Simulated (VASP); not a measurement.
Wanted: the native input for a VASP 6.6.1 run.

- Task: single point
- Functional: PBEsol
- Potentials or basis: VASP PAW PBE potentials, release 64 (Si, C, O)
- Cutoff: 520 eV
- k mesh: 2 × 2 × 2, shifted
- Occupations: tetrahedron
- Spin: no spin polarisation
- Dipole correction: no
- Further INCAR settings: LREAL = Auto; ALGO = Normal; EDIFF = 1e-07; NBANDS = 47

The structure of Si7C8O (a cell with a defect) lies in POSCAR:

```
Si7C8O
1.0
    8.7137060000      0.0000000000      0.0000000000
    0.0000000000      4.3568530000      0.0000000000
    0.0000000000      0.0000000000      4.3568530000
Si C O
7 8 1
Direct
    0.9866540000      0.0248750000      0.0051980000
    0.4924820000      0.9702120000      0.9978750000
    0.2558190000      0.4920440000      0.0078250000
    0.7559320000      0.5141610000      0.0114420000
    0.2458210000      0.9941830000      0.5353580000
    0.7553520000      0.0056310000      0.4997760000
    0.0039520000      0.5024610000      0.5074460000
    0.1405050000      0.2735110000      0.2457740000
    0.6076550000      0.2408150000      0.2168870000
    0.3852460000      0.7865260000      0.2472330000
    0.8830020000      0.7482090000      0.2692240000
    0.3752100000      0.2441180000      0.7756770000
    0.8643480000      0.2241520000      0.7728160000
    0.1103500000      0.7549540000      0.7606320000
    0.6209930000      0.7578570000      0.7418240000
    0.3760420000      0.7359730000      0.7333080000
```

One way to write it, as run:

INCAR

```
SYSTEM = Si7C8O
PREC = Accurate ; ENCUT = 520
EDIFF = 1E-7 ; ISMEAR = -5
SIGMA = 0.05 ; LREAL = Auto
LASPH = .True. ; NELM = 100
ALGO = Normal ; ISIF = 2
LWAVE = .False. ; LCHARG = .True.
GGA = PS ; LELF = .True.
LVHAR = .True. ; NBANDS = 47
```

KPOINTS

```
Automatic mesh
0
Gamma
  2 2 2
  0.5 0.5 0.5
```

Potentials or basis: VASP PAW PBE potentials, release 64 (Si, C, O).

Command:

```console
$ cat potpaw_PBE.64/Si/POTCAR potpaw_PBE.64/C/POTCAR potpaw_PBE.64/O/POTCAR > POTCAR
$ mpirun -np 1 vasp_std > vasp.out
```

It gave:

| Item | Value |
| --- | --- |
| Pressure | 10.8 GPa |
| Largest force | 7.961 eV/Å |
| Band gap on the k mesh | 0.20 eV |

Caveat: the k points lie up to 0.72 Å⁻¹ apart; the PAW data sets were made with another functional, which shifts forces and pressure a little.

Wall time 26 s on 1 thread of Intel(R) Xeon(R) 6975P-C (Granite Rapids), with other jobs on the host, peak memory 0.24 GiB.
